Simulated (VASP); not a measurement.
# SnSe in VASP: further runs

Runs on SnSe. Level: PBEsol. Tasks: single point.

Program: VASP 6.6.1. These are calculated values, not measurements. Logs are shortened: lines on timing, memory, paths and dates and some standing lists are left out, and cuts for length are marked.

### 1 The cell of the first run

It takes space group Fm-3m (No. 225, cubic). The conventional cell has a = 6.138 Å, b = 6.138 Å, c = 6.138 Å, α = 90.00°, β = 90.00°, γ = 90.00°. Within 4.0 Å of Sn (site symmetry m-3m) lie 6 Se at 3.07 Å. Within 4.0 Å of Se (site symmetry m-3m) lie 6 Sn at 3.07 Å.

### 2 Single point, PBEsol (volume scaled by 1.06)

File INCAR:

```
ALGO = Normal
EDIFF = 1E-6
ENCUT = 520
GGA = PS
ISIF = 2
ISMEAR = -1
LASPH = T
LCHARG = F
LREAL = F
LWAVE = F
NBANDS = 17
NELM = 80
PREC = Accurate
SIGMA = 0.01
```

File KPOINTS:

```
k-points
0
Gamma
  7 7 7
```

File POSCAR:

```
SnSe
1.0
    0.0000000000      3.0690345955      3.0690345955
    3.0690345955      0.0000000000      3.0690345955
    3.0690345955      3.0690345955      0.0000000000
Sn Se
1 1
Direct
    0.0000000000      0.0000000000      0.0000000000
    0.5000000000      0.5000000000      0.5000000000
```

Potentials or basis: VASP PAW PBE potentials, release 64 (Sn_d, Se).

Launch:

```console
cat potpaw_PBE.64/Sn_d/POTCAR potpaw_PBE.64/Se/POTCAR > POTCAR
mpirun -np 1 vasp_std > vasp.out
```

OUTCAR:

```text
EDIFF = 1E-6
   ENCUT = 520
   GGA = PS
   ISIF = 2
   ISMEAR = -1
   LASPH = T
   LREAL = F
   NELM = 80
   PREC = Accurate

 ion  position               nearest neighbor table
   1  0.000  0.000  0.000-   2 3.07   2 3.07   2 3.07   2 3.07   2 3.07   2 3.07
   2  0.500  0.500  0.500-   1 3.07   1 3.07   1 3.07   1 3.07   1 3.07   1 3.07

  LATTYP: Found a face centered cubic cell.
 ALAT       =     6.1380691910

  Lattice vectors:

 A1 = (   0.0000000000,   3.0690345955,   3.0690345955)
 A2 = (   3.0690345955,   0.0000000000,   3.0690345955)
 A3 = (   3.0690345955,   3.0690345955,   0.0000000000)

Analysis of symmetry for initial positions (statically):
=====================================================================
 Subroutine PRICEL returns:
 Original cell was already a primitive cell.

 Routine SETGRP: Setting up the symmetry group for a
 face centered cubic supercell.

 Subroutine GETGRP returns: Found 48 space group operations
 (whereof 48 operations were pure point group operations)
 out of a pool of 48 trial point group operations.

The static configuration has the point symmetry O_h .

Analysis of symmetry for dynamics (positions and initial velocities):
=====================================================================
 Subroutine PRICEL returns:
 Original cell was already a primitive cell.

 Routine SETGRP: Setting up the symmetry group for a
 face centered cubic supercell.

 Subroutine GETGRP returns: Found 48 space group operations
 (whereof 48 operations were pure point group operations)
 out of a pool of 48 trial point group operations.

The dynamic configuration has the point symmetry O_h .

 Subroutine INISYM returns: Found 48 space group operations
 (whereof 48 operations are pure point group operations),
 and found     1 'primitive' translations

----------------------------------------------------------------------------------------

                                     Primitive cell

  volume of cell :      57.8143

  direct lattice vectors                    reciprocal lattice vectors
     0.000000000  3.069034595  3.069034595    -0.162917681  0.162917681  0.162917681
     3.069034595  0.000000000  3.069034595     0.162917681 -0.162917681  0.162917681
     3.069034595  3.069034595  0.000000000     0.162917681  0.162917681 -0.162917681

  length of vectors
     4.340270348  4.340270348  4.340270348     0.282181701  0.282181701  0.282181701

  position of ions in fractional coordinates (direct lattice)
     0.000000000  0.000000000  0.000000000
     0.500000000  0.500000000  0.500000000

  ion indices of the primitive-cell ions
   primitive index   ion index
                 1           1
                 2           2

----------------------------------------------------------------------------------------

 KPOINTS: k-points

Automatic generation of k-mesh.
 Grid dimensions read from file:
 generate k-points for:    7    7    7

 Generating k-lattice:

  Cartesian coordinates                     Fractional coordinates (reciprocal lattice)
    -0.023273954  0.023273954  0.023273954     0.142857143  0.000000000  0.000000000
     0.023273954 -0.023273954  0.023273954     0.000000000  0.142857143  0.000000000
     0.023273954  0.023273954 -0.023273954     0.000000000  0.000000000  0.142857143

  Length of vectors
     0.040311672  0.040311672  0.040311672

  Shift w.r.t. Gamma in fractional coordinates (k-lattice)
     0.000000000  0.000000000  0.000000000

 Subroutine IBZKPT returns following result:
 ===========================================

 Found     20 irreducible k-points:

 Following reciprocal coordinates:
            Coordinates               Weight
  0.000000  0.000000  0.000000      1.000000
  0.142857  0.000000  0.000000      8.000000
  0.285714  0.000000  0.000000      8.000000
  0.428571  0.000000  0.000000      8.000000
  0.142857  0.142857  0.000000      6.000000
  0.285714  0.142857  0.000000     24.000000
[... 12 lines left out ...]
 -0.428571  0.428571  0.142857     24.000000
 -0.285714  0.428571  0.142857     24.000000
   k-points           NKPTS =     20   k-points in BZ     NKDIM =     20   number of bands    NBANDS=     17
   number of dos      NEDOS =    301   number of ions     NIONS =      2
   total plane-waves  NPLWV =  32768
   dimension x,y,z NGX =    32 NGY =   32 NGZ =   32
   dimension x,y,z NGXF=    64 NGYF=   64 NGZF=   64
   ions per type =               1   1
   NGX,Y,Z   is equivalent  to a cutoff of  12.26, 12.26, 12.26 a.u.
   NGXF,Y,Z  is equivalent  to a cutoff of  24.51, 24.51, 24.51 a.u.
 SYSTEM =  unknown system
   PREC   = accura    normal or accurate (medium, high low for compatibility)
   ISTART =      0    job   : 0-new  1-cont  2-samecut
   ICHARG =      2    charge: 1-file 2-atom 10-const
   ISPIN  =      1    spin polarized calculation?
   LNONCOLLINEAR =      F non collinear calculations
   LSORBIT =      F    spin-orbit coupling
   LASPH  =      T    aspherical Exc in radial PAW
   ENCUT  =  520.0 eV  38.22 Ry    6.18 a.u.   8.07  8.07  8.07*2*pi/ulx,y,z
   NELM   =     80;   NELMIN=  2; NELMDL= -5     # of ELM steps
   EDIFF  = 0.1E-05   stopping-criterion for ELM
   LREAL  =      F    real-space projection
   EDIFFG = 0.1E-04   stopping-criterion for IOM
   NSW    =      0    number of steps for IOM
   IBRION =     -1    ionic relax: 0-MD 1-quasi-New 2-CG
   NFREE  =      0    steps in history (QN), initial steepest desc. (CG)
   ISIF   =      2    stress and relaxation
   ISYM   =      2    0-nonsym 1-usesym 2-fastsym
   POTIM  = 0.5000    time-step for ionic-motion
   TEBEG  =    0.0;   TEEND  =   0.0 temperature during run
   PSTRESS=    0.0 pullay stress
   NELECT =      20.0000    total number of electrons
   NUPDOWN=      -1.0000    fix difference up-down
   EMIN   =  10.00;   EMAX   =-10.00  energy-range for DOS
   EFERMI =   0.00;   METHOD = LEGACY
   ISMEAR =    -1;   SIGMA  =   0.01  broadening in eV -4-tet -1-fermi 0-gaus
   EFERMI_NEDOS =   21; number of points for ismear=-14 and -15
   IALGO  =     38    algorithm
   IMIX   =      4    mixing-type and parameters
     AMIX     =   0.40;   BMIX     =  1.00
     AMIX_MAG =   1.60;   BMIX_MAG =  1.00
  volume/ion in A,a.u.               =      28.91       195.08
  Fermi-wavevector in a.u.,A,eV,Ry     =   1.149228  2.171727 17.969570  1.320726
  Thomas-Fermi vector in A             =   2.285899
   LORBIT       =      0    0 simple, 1 ext, 2 COOP (PROOUT), +10 PAW based schemes
   GGA     = PS    functional components
   LHFCALC =     F    Hartree Fock is set to
   AEXX    =    0.0000 exact exchange contribution
   IVDW    =     0    specifies the selected vdW correction
   LEPSILON=     F    determine dielectric tensor
   LRPA    =     F    only Hartree local field effects (RPA)
 non-spin polarized calculation
  energy-cutoff  :      520.00
  volume of cell :       57.81
 maximum number of plane-waves:      1580
   NGX = 17   NGY = 17   NGZ = 17

 number of electron      19.9999991 magnetization

 Free energy of the ion-electron system (eV)
  ---------------------------------------------------
  ext. energy  EPLUGINS =         0.00000000
  ---------------------------------------------------
  free energy    TOTEN  =        -8.91035442 eV

  energy without entropy =       -8.91035442  energy(sigma->0) =       -8.91035442

 E-fermi :   4.8613     XC(G=0):  -9.5160

 val. band max:        4.6005094422   @ k =  -0.2857   0.1429   0.0000
 cond. band min:       5.4348081435   @ k =  -0.2857   0.1429   0.0000
 fundamental gap:      0.8342987013
 Fermi energy:         4.8613240305

 k-point     1 :       0.0000    0.0000    0.0000
  band No.  band energies     occupation
      1     -16.6923      2.00000
      2     -16.6923      2.00000
      3     -16.6923      2.00000
      4     -16.6894      2.00000
      5     -16.6894      2.00000
      6      -8.6812      2.00000
[... 9 lines left out ...]
     16      10.6835      0.00000
     17      12.8857      0.00000

 k-point     2 :       0.1429    0.0000    0.0000
  band No.  band energies     occupation
      1     -16.6919      2.00000
      2     -16.6918      2.00000
      3     -16.6918      2.00000
      4     -16.6892      2.00000
      5     -16.6892      2.00000
      6      -8.5544      2.00000
[... 9 lines left out ...]
     16      11.1308      0.00000
     17      14.0686      0.00000

 k-point     3 :       0.2857    0.0000    0.0000
  band No.  band energies     occupation
      1     -16.6938      2.00000
      2     -16.6938      2.00000
      3     -16.6910      2.00000
      4     -16.6854      2.00000
      5     -16.6854      2.00000
      6      -8.2307      2.00000
[... 9 lines left out ...]
     16      12.3126      0.00000
     17      16.1210      0.00000

 k-point     4 :       0.4286    0.0000    0.0000
  band No.  band energies     occupation
      1     -16.6958      2.00000
      2     -16.6958      2.00000
      3     -16.6903      2.00000
      4     -16.6819      2.00000
      5     -16.6819      2.00000
      6      -7.9149      2.00000
[... 9 lines left out ...]
     16      14.1092      0.00000
     17      15.1475      0.00000

 k-point     5 :       0.1429    0.1429    0.0000
  band No.  band energies     occupation
      1     -16.6933      2.00000
      2     -16.6923      2.00000
      3     -16.6898      2.00000
      4     -16.6898      2.00000
      5     -16.6883      2.00000
      6      -8.5124      2.00000
[... 9 lines left out ...]
     16      11.8909      0.00000
     17      13.1402      0.00000

 k-point     6 :       0.2857    0.1429    0.0000
  band No.  band energies     occupation
      1     -16.6955      2.00000
      2     -16.6929      2.00000
      3     -16.6903      2.00000
      4     -16.6869      2.00000
      5     -16.6847      2.00000
      6      -8.2543      2.00000
[... 9 lines left out ...]
     16      13.0509      0.00000
     17      14.6175      0.00000

 k-point     7 :       0.4286    0.1429    0.0000
  band No.  band energies     occupation
      1     -16.6978      2.00000
      2     -16.6925      2.00000
      3     -16.6906      2.00000
      4     -16.6844      2.00000
      5     -16.6814      2.00000
      6      -7.9271      2.00000
[... 9 lines left out ...]
     16      14.7453      0.00000
     17      15.3140      0.00000

 k-point     8 :      -0.4286    0.1429    0.0000
  band No.  band energies     occupation
      1     -16.6976      2.00000
      2     -16.6940      2.00000
      3     -16.6891      2.00000
      4     -16.6831      2.00000
      5     -16.6818      2.00000
      6      -7.8092      2.00000
[... 9 lines left out ...]
     16      13.9990      0.00000
     17      15.8233      0.00000
[... 123 lines left out ...]
      1     -16.7090      2.00000
      2     -16.6972      2.00000
      3     -16.6837      2.00000
      4     -16.6791      2.00000
      5     -16.6791      2.00000
      6      -7.6955      2.00000
[... 9 lines left out ...]
     16      15.8307      0.00000
     17      17.0056      0.00000

 k-point    16 :      -0.4286    0.4286    0.0000
  band No.  band energies     occupation
      1     -16.7083      2.00000
      2     -16.6956      2.00000
      3     -16.6848      2.00000
      4     -16.6797      2.00000
      5     -16.6790      2.00000
      6      -7.6270      2.00000
[... 9 lines left out ...]
     16      15.8399      0.00000
     17      15.9697      0.00000

 k-point    17 :       0.4286    0.2857    0.1429
  band No.  band energies     occupation
      1     -16.6985      2.00000
      2     -16.6925      2.00000
      3     -16.6901      2.00000
      4     -16.6841      2.00000
      5     -16.6829      2.00000
      6      -7.9911      2.00000
[... 9 lines left out ...]
     16      14.3389      0.00000
     17      14.9225      0.00000

 k-point    18 :      -0.4286    0.2857    0.1429
  band No.  band energies     occupation
      1     -16.7002      2.00000
      2     -16.6914      2.00000
      3     -16.6890      2.00000
      4     -16.6846      2.00000
      5     -16.6811      2.00000
      6      -7.7494      2.00000
[... 9 lines left out ...]
     16      14.8682      0.00000
     17      16.0327      0.00000

 k-point    19 :      -0.4286    0.4286    0.1429
  band No.  band energies     occupation
      1     -16.7055      2.00000
      2     -16.6938      2.00000
      3     -16.6868      2.00000
      4     -16.6820      2.00000
      5     -16.6791      2.00000
      6      -7.6668      2.00000
[... 9 lines left out ...]
     16      15.5149      0.00000
     17      16.8503      0.00000

 k-point    20 :      -0.2857    0.4286    0.1429
  band No.  band energies     occupation
      1     -16.7033      2.00000
      2     -16.6899      2.00000
      3     -16.6881      2.00000
      4     -16.6859      2.00000
      5     -16.6792      2.00000
      6      -7.6287      2.00000
[... 9 lines left out ...]
     16      16.1098      0.00000
     17      16.1188      0.00000

------------------------ aborting loop because EDIFF is reached ----------------------------------------

  FORCE on cell =-STRESS in cart. coord.  units (eV):
  Direction    XX          YY          ZZ          XY          YZ          ZX
  --------------------------------------------------------------------------------------
  -------------------------------------------------------------------------------------
  Total       -1.5599192     -1.5599192     -1.5599192      0.0000000     -0.0000000      0.0000000
  in kB      -43.2292146    -43.2292146    -43.2292146      0.0000000     -0.0000000      0.0000000
  external PRESSURE =     -43.2292146 kB  Pullay stress =       0.0000000 kB

 VOLUME and BASIS-vectors are now :
 -----------------------------------------------------------------------------
  energy-cutoff  :      520.00
  volume of cell :       57.81
      direct lattice vectors                 reciprocal lattice vectors
     0.000000000  3.069034595  3.069034595    -0.162917681  0.162917681  0.162917681
     3.069034595  0.000000000  3.069034595     0.162917681 -0.162917681  0.162917681
     3.069034595  3.069034595  0.000000000     0.162917681  0.162917681 -0.162917681

 POSITION                                       TOTAL-FORCE (eV/Angst)
 -----------------------------------------------------------------------------------
      0.00000      0.00000      0.00000         0.000000      0.000000     -0.000000
      3.06903      3.06903      3.06903        -0.000000     -0.000000      0.000000
 -----------------------------------------------------------------------------------
    total drift:                                0.000000     -0.000000     -0.000000

  FREE ENERGIE OF THE ION-ELECTRON SYSTEM (eV)
  ---------------------------------------------------
  free  energy   TOTEN  =        -8.9103544211 eV

  energy  without entropy=       -8.9103544211  energy(sigma->0) =       -8.91035442
```

Wall time 23 s (1 thread of Intel Xeon 8259CL, shared host); peak memory 0.18 GiB.

Results:

| Property | Result |
| --- | --- |
| Free energy | -8.9104 eV |
| Pressure | -4.3 GPa |

Caveat: this odd mesh misses L, where the gap lies, so gap, dielectric constants and Born charges aren't listed; the PAW data sets were made with another functional, which shifts forces and pressure a little; spin-orbit coupling is left out, which moves the levels of the heavy elements.

### 3 Single point, PBEsol (equal xx and yy strain of -1 %)

File INCAR:

```
SYSTEM = SnSe
PREC     = Accurate       ! precision mode
ENCUT    = 520            ! plane-wave cutoff, eV
EDIFF    = 1E-6           ! SCF threshold, eV
ISMEAR   = -1             ! smearing method
SIGMA    = 0.01           ! smearing width, eV
LREAL    = .False.        ! projectors in reciprocal space
LASPH    = .True.         ! aspherical terms in the spheres
NELM     = 60             ! most SCF steps
ALGO     = Normal         ! electronic algorithm
ISIF     = 2              ! what is computed and relaxed
LWAVE    = .False.        ! write WAVECAR
LCHARG   = .False.        ! write CHGCAR
GGA      = PS             ! functional
NBANDS   = 17             ! bands
```

File KPOINTS:

```
regular mesh
0
Gamma
  7 7 7
  0 0 0
```

File POSCAR:

```
SnSe
1.0
    0.0000000000      2.9799000000      3.0100000000
    2.9799000000      0.0000000000      3.0100000000
    2.9799000000      2.9799000000      0.0000000000
Sn Se
1 1
Direct
    0.0000000000      0.0000000000      0.0000000000
    0.5000000000      0.5000000000      0.5000000000
```

Potentials or basis: VASP PAW PBE potentials, release 64 (Sn_d, Se).

Launch:

```console
cat potpaw_PBE.64/Sn_d/POTCAR potpaw_PBE.64/Se/POTCAR > POTCAR
mpirun -np 1 vasp_std > vasp.out
```

Wall time 43 s (1 thread of Intel Xeon 8259CL, shared host); peak memory 0.19 GiB.

Results (log left out):

- Free energy: -8.9819 eV
- Pressure: -0.9 GPa
- Band gap on the k mesh: 0.64 eV, indirect (least direct gap 0.65 eV)

Stress tensor (GPa, compression positive):
```
-0.45  0.00  0.00
 0.00 -0.45  0.00
 0.00  0.00 -1.69
```

Levels at points of the mesh, in eV from the valence-band top:
```tsv
k point	band 7	band 8	band 9	band 10	band 11	band 12	band 13	band 14
(0.00, 0.00, 0.00)	-5.02	-2.25	-2.25	-2.15	4.22	4.46	4.46	5.75
```

Caveat: the cell differs from its parent crystal (equal xx and yy strain of -1 %); the PAW data sets were made with another functional, which shifts forces and pressure a little; spin-orbit coupling is left out, which moves the levels of the heavy elements. A k mesh can miss the band edges.

### 4 Single point, PBEsol (zz strain of -1 %)

File INCAR:

```
PREC = Accurate ; ENCUT = 520
EDIFF = 1E-7 ; ISMEAR = -1
SIGMA = 0.01 ; LREAL = F
LASPH = T ; NELM = 60
ALGO = Normal ; ISIF = 2
LWAVE = F ; LCHARG = F
GGA = PS ; NBANDS = 17
```

File KPOINTS:

```
Automatic mesh
0
Gamma
  7 7 7
```

File POSCAR:

```
SnSe
1.0
    0.0000000000      3.0100000000      2.9799000000
    3.0100000000      0.0000000000      2.9799000000
    3.0100000000      3.0100000000      0.0000000000
Sn Se
1 1
Direct
    0.0000000000      0.0000000000      0.0000000000
    0.5000000000      0.5000000000      0.5000000000
```

Launch:

```console
cat potpaw_PBE.64/Sn_d/POTCAR potpaw_PBE.64/Se/POTCAR > POTCAR
mpirun -np 1 vasp_std > vasp.out
```

Run time: 55 s. Hardware: 1 thread of Intel Xeon 8259CL, shared host; peak memory 0.19 GiB.

Results (log left out):

```yaml
Free_energy: -8.9783 eV
Pressure: -1.4 GPa
Band_gap_on_the_k_mesh: 0.68 eV, indirect (least direct gap 0.69 eV)
```

Stress tensor (GPa, compression positive):
```
-1.79  0.00  0.00
 0.00 -1.79  0.00
 0.00  0.00 -0.56
```

Levels at points of the mesh, in eV from the valence-band top:
```
           k point  band 6  band 7  band 8  band 9  band 10  band 11  band 12  band 13  band 14  band 15
(0.00, 0.00, 0.00)  -13.88   -5.01   -2.21   -2.11    -2.11     4.31     4.31     4.55     5.83     5.83
```

Caveat: the cell differs from its parent crystal (zz strain of -1 %); the PAW data sets were made with another functional, which shifts forces and pressure a little; spin-orbit coupling is left out, which moves the levels of the heavy elements.

### 5 Overview

```csv
cell,gap on the mesh (eV),pressure (GPa)
"a = 4.340 Å, angles 60.0°, 2 atoms",-,-4.3
"a = 4.236, b = 4.236, c = 4.214 Å, angles 60.2, 60.2, 59.7°, 2 atoms",0.64,-0.9
"a = 4.236, b = 4.236, c = 4.257 Å, angles 59.8, 59.8, 60.3°, 2 atoms",0.68,-1.4
```

Alike in all rows: task single point; level PBEsol; potentials or basis VASP PAW PBE potentials, release 64 (Sn_d, Se); no spin polarisation; k mesh 7 × 7 × 7; cutoff (eV) 520; smearing fermi-dirac 0.01 eV.

Caveats: the PAW data sets were made with another functional, which shifts forces and pressure a little; spin-orbit coupling is left out, which moves the levels of the heavy elements.

Total energies depend on the potentials used, so only differences within one code and one set of settings carry meaning.
